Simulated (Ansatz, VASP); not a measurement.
## Two plane-wave programs on Si

```xyz
8
Lattice="4.5521 -2.4347 0.0000 4.5521 2.4347 0.0000 0.0000 0.0000 5.3276" Properties=species:S:1:pos:R:3 pbc="T T T"
Si    4.5521    0.0000    4.1050
Si    4.5521    0.0000    1.2227
Si    4.5521   -2.4347    1.4412
Si    4.5521    2.4347    3.8865
Si    6.6117    0.0000    2.6638
Si    2.0595    0.0000    0.0000
Si    2.4926    0.0000    2.6638
Si    7.0447    0.0000    0.0000
```

Alike in both runs: task single point; functional LDA; k mesh 10 × 10 × 8; occupations gaussian, width 0.15 eV; no spin polarisation.

|  | VASP | Ansatz |
| --- | --- | --- |
| version | VASP 6.6.1 | Ansatz 0.2.0 |
| potentials or method | VASP PAW LDA potentials, release 64 (Si), cutoff 520 eV | scalar-relativistic, plane waves, PAW |
| valence electrons in the cell | 32 | 32 |

|  | VASP | Ansatz | Ansatz less VASP |
| --- | --- | --- | --- |
| gap on the k mesh at the Fermi level (eV) | none | none | - |
| pressure (GPa) | 0.0 | -0.1 | -0.08 |
| traceless stress, the component that is largest in VASP (GPa) | -0.24 | -0.23 | +0.008 |
| rms of the force components (eV/Å) | 0.005 | 0.004 | -0.0007 |

LDA's correlation is that of Perdew and Zunger in VASP and of Perdew and Wang (1992) in Ansatz. Atom by atom the forces differ by 0.001 eV/Å (rms over components). A gap of «none» marks a metal or a gap that the smearing closes. Ansatz's warnings: structure snapped to symmetry.
